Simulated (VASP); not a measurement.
Input of a VASP 6.6.1 run:

The input INCAR:

```
SYSTEM = Ba
PREC = Accurate ; ENCUT = 520
EDIFF = 1E-7 ; ISMEAR = 0
SIGMA = 0.1 ; LREAL = .FALSE.
LASPH = .TRUE. ; NELM = 60
ALGO = Fast ; ISIF = 2
LWAVE = .FALSE. ; LCHARG = .TRUE.
GGA = PS ; LELF = .TRUE.
LVHAR = .TRUE. ; NBANDS = 11
```

File KPOINTS:

```
regular mesh
0
G
  10 10 10
  0 0 0
```

The input POSCAR:

```
Ba
1.0
   -2.5636250000      2.5523500000      2.4107750000
    2.6151750000     -2.5486500000      2.4586250000
    2.5181250000      2.5031500000     -2.4070750000
Ba
1
Direct
    0.0000000000      0.0000000000      0.0000000000
```

Potentials or basis: VASP PAW PBE potentials, release 64 (Ba_sv).

Launch:

```bash
$ cat potpaw_PBE.64/Ba_sv/POTCAR > POTCAR
$ mpirun -np 1 vasp_std > vasp.out
```

Question: What does it give for the band gap on the k mesh?

Answer: Zero (band 5 reaches 1.91 eV, above the bottom of band 6 at 1.03 eV).

Question: What does it give for the pressure?

Answer: -0.6 GPa.

Stress tensor (GPa, compression positive):
```
-0.72  0.19 -0.20
 0.19 -0.67 -0.02
-0.20 -0.02 -0.46
```

Caveat: the cell differs from its parent crystal (the cell strained at random); the PAW data sets were made with another functional, which shifts forces and pressure a little; spin-orbit coupling is left out, which moves the levels of the heavy elements.
